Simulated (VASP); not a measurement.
Crystal: LuGe3O.

```
Lu Ge O
1.0
     3.18906    0.00000    0.00000
     0.00000    3.18906    0.00000
     0.00000    0.00000    9.06889
Lu Ge O
1 3 1
Direct
  0.00000 0.00000 0.00000
  0.50000 0.50000 0.30394
  0.50000 0.50000 0.69606
  0.00000 0.00000 0.50000
  0.50000 0.50000 0.00000
```

The cell was built from a structure type or drawn by symmetry, and may not be a known phase.

* Program: VASP 6.6.1
* Task: relaxation of cell and atoms
* Functional: PBE
* Potentials or basis: VASP PAW PBE potentials, release 64 (Lu, Ge_d, O)
* Cutoff: 600 eV
* k mesh: 6 × 6 × 2
* Occupations: gaussian, width 0.1 eV
* Spin: no spin polarisation

At the start: pressure 0.4 GPa; volume 18.45 Å³/atom.

**Question.** Where does the relaxation end?

**Answer.** Over 7 steps the energy falls by 15.7 meV/atom and the volume is 19.05 Å³/atom (+3.3 %); space group P4/mmm (No. 123, to 0.1 Å) before and after.

Step by step:
```csv
step,energy change (eV),largest force (eV/Å),pressure (GPa),volume (Å³)
1,0.0000,0.4781,0.40,92.23
2,-0.0223,0.4152,0.07,92.85
3,-0.0652,0.2117,-0.63,94.73
4,-0.0428,0.2846,-1.37,98.53
5,-0.0746,0.0465,-0.94,96.01
6,-0.0594,0.1463,2.15,93.53
7,-0.0784,0.0117,-0.03,95.23
```

Final structure:
```xyz
5
Lattice="3.1967 0.0000 0.0000 0.0000 3.1967 0.0000 0.0000 0.0000 9.3190" Properties=species:S:1:pos:R:3 pbc="T T T"
Lu    0.0000    0.0000    0.0000
Ge    1.5983    1.5983    2.9855
Ge    1.5983    1.5983    6.3335
Ge    0.0000    0.0000    4.6595
O     1.5983    1.5983    0.0000
```

Caveat: an odd number of electrons without spin polarisation forces a metal; a magnetic or distorted state may lie lower.
